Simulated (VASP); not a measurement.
A run of VASP 6.6.1:

The input INCAR:

```
  PREC = Accurate
  ENCUT = 520
  EDIFF = 1E-6
  ISMEAR = -1
  SIGMA = 0.05
  LREAL = Auto
  LASPH = T
  NELM = 100
  ALGO = Normal
  ISIF = 2
  LWAVE = F
  LCHARG = F
  GGA = PS
  NBANDS = 174
  ISYM = 0
```

File KPOINTS:

```
Automatic mesh
0
Gamma
  1 1 1
  0.25 0.25 0.25
```

POSCAR

```
K2MgZnF6
1.0
    8.0461566602      0.0000000000      0.0000000000
    0.0000000000      8.0461566602      0.0000000000
    0.0000000000      0.0000000000      8.0461566602
K Mg Zn F
8 4 4 24
Direct
    0.9999920000      0.0003520000      0.0002190000
    0.9999960000      0.0004430000      0.5000420000
    0.0001200000      0.5004390000      0.0003670000
    0.9999020000      0.5004500000      0.4998730000
    0.5001230000      0.0000290000      0.0002810000
    0.5004100000      0.0000650000      0.4998600000
    0.5001950000      0.5006050000      0.0004060000
    0.5004060000      0.5006700000      0.4998820000
    0.2501820000      0.2505480000      0.2501840000
    0.2502400000      0.2505060000      0.7501670000
    0.2501240000      0.7504190000      0.7501600000
    0.7501830000      0.2502610000      0.7501040000
    0.2500540000      0.7505430000      0.2501460000
    0.7501570000      0.2503480000      0.2500210000
    0.7501120000      0.7502820000      0.2500660000
    0.7501980000      0.7502980000      0.7501430000
    0.2503710000      0.2506630000      0.9999070000
    0.2503740000      0.2503600000      0.5004320000
    0.2499490000      0.7503240000      0.9973010000
    0.2506030000      0.7510340000      0.5030830000
    0.7502730000      0.2509030000      0.9973210000
    0.7504210000      0.2494980000      0.5030590000
    0.7502790000      0.7492490000      0.9997880000
    0.7500350000      0.7514130000      0.5005800000
    0.0031010000      0.2506530000      0.2503360000
    0.0005030000      0.2506070000      0.7501230000
    0.0004910000      0.7508110000      0.2505110000
    0.0030180000      0.7502490000      0.7501330000
    0.4974080000      0.2505830000      0.2501730000
    0.5000280000      0.2502010000      0.7501260000
    0.4998220000      0.7505920000      0.2499840000
    0.4973490000      0.7505940000      0.7503700000
    0.2504920000      0.0034150000      0.2499790000
    0.2501250000      0.0007560000      0.7503850000
    0.2501910000      0.4978070000      0.2502940000
    0.2504270000      0.5002580000      0.7499160000
    0.7504380000      0.0007630000      0.2494300000
    0.7504930000      0.0031970000      0.7512810000
    0.7501730000      0.5000020000      0.2509920000
    0.7498640000      0.4974450000      0.7493590000
```

Potentials or basis: VASP PAW PBE potentials, release 64 (K_sv, Mg, Zn, F).

Command:

```console
$ cat potpaw_PBE.64/K_sv/POTCAR potpaw_PBE.64/Mg/POTCAR potpaw_PBE.64/Zn/POTCAR potpaw_PBE.64/F/POTCAR > POTCAR
$ mpirun -np 1 vasp_std > vasp.out
```

Hardware: 1 thread of Oxide Virtual Turin-like Processor (shared host).

How long does it take, and how much memory?

It took 21 min on 1 thread of Oxide Virtual Turin-like Processor (shared host), peak memory 0.6 GiB. Counts: scf iterations 20, k points 4.
